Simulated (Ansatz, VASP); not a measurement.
# One calculation of Bi2Te3, two programs

The input INCAR:

```
SYSTEM = Bi2Te3
ALGO     = Normal         ! electronic algorithm
EDIFF    = 1E-7           ! SCF threshold, eV
ENCUT    = 520            ! plane-wave cutoff, eV
GGA      = PS             ! functional
ISIF     = 2              ! what is computed and relaxed
ISMEAR   = 0              ! smearing method
LASPH    = .True.         ! aspherical terms in the spheres
LCHARG   = .True.         ! write CHGCAR
LELF     = .True.         ! ELF
LREAL    = .False.        ! projectors in reciprocal space
LVHAR    = .True.       
LWAVE    = .False.        ! write WAVECAR
NBANDS   = 32             ! bands
NELM     = 100            ! most SCF steps
PREC     = Accurate       ! precision mode
SIGMA    = 0.15           ! smearing width, eV
```

File KPOINTS:

```
k-points
0
Gamma
  12 12 12
  0 0 0
```

POSCAR

```
Bi2Te3
1.0
    2.2707450408      1.3110152606      9.4088438540
   -2.2707450408      1.3110152606      9.4088438540
    0.0000000000     -2.6220305212      9.4088438540
Bi Te
2 3
Direct
    0.8120000000      0.8120000000      0.8120000000
    0.4020000000      0.4020000000      0.4020000000
    0.6110000000      0.6110000000      0.6110000000
    0.2000000000      0.2000000000      0.2000000000
    0.0000000000      0.0000000000      0.0000000000
```

Input for Ansatz:

```yaml
crystal:
  lattice:
    - [2.2707450408, 1.3110152606, 9.408843854]
    - [-2.2707450408, 1.3110152606, 9.408843854]
    - [0.0, -2.6220305212, 9.408843854]
  atoms:
    - { symbol: Bi, position: [0.812, 0.812, 0.812] }
    - { symbol: Bi, position: [0.402, 0.402, 0.402] }
    - { symbol: Te, position: [0.611, 0.611, 0.611] }
    - { symbol: Te, position: [0.2, 0.2, 0.2] }
    - { symbol: Te, position: [0.0, 0.0, 0.0] }
basis:
  ecutwfc: 420
kpoints:
  mp_grid: { grid: [12, 12, 12] }
hamiltonian:
  xc: pbesol
scf:
  occupations: { method: gaussian, width: 0.15 }
output:
  forces: true
  stress: true
  eigenvalues: true
```

Alike in both runs: task single point; functional PBEsol; k mesh 12 × 12 × 12; occupations gaussian, width 0.15 eV; no spin polarisation.

|  | VASP | Ansatz |
| --- | --- | --- |
| version | VASP 6.6.1 | Ansatz 0.2.0 |
| potentials or method | VASP PAW PBE potentials, release 64 (Bi_d, Te), cutoff 520 eV | scalar-relativistic, plane waves, PAW |
| valence electrons in the cell | 48 | 78 |

```tsv
	VASP	Ansatz	Ansatz less VASP
gap on the k mesh at the Fermi level (eV)	none	none	-
pressure (GPa)	-0.8	-0.8	0.00
rms of the force components (eV/Å)	0.441	0.436	-0.0043
```

VASP's potentials were made for PBE, not for PBEsol. Atom by atom the forces differ by 0.005 eV/Å (rms over components). A gap of «none» marks a metal or a gap that the smearing closes. VASP's potentials hold 48 valence electrons a cell and Ansatz's 78, so a difference there can come from the potentials and not from the codes.

Neither program's run includes spin-orbit coupling.
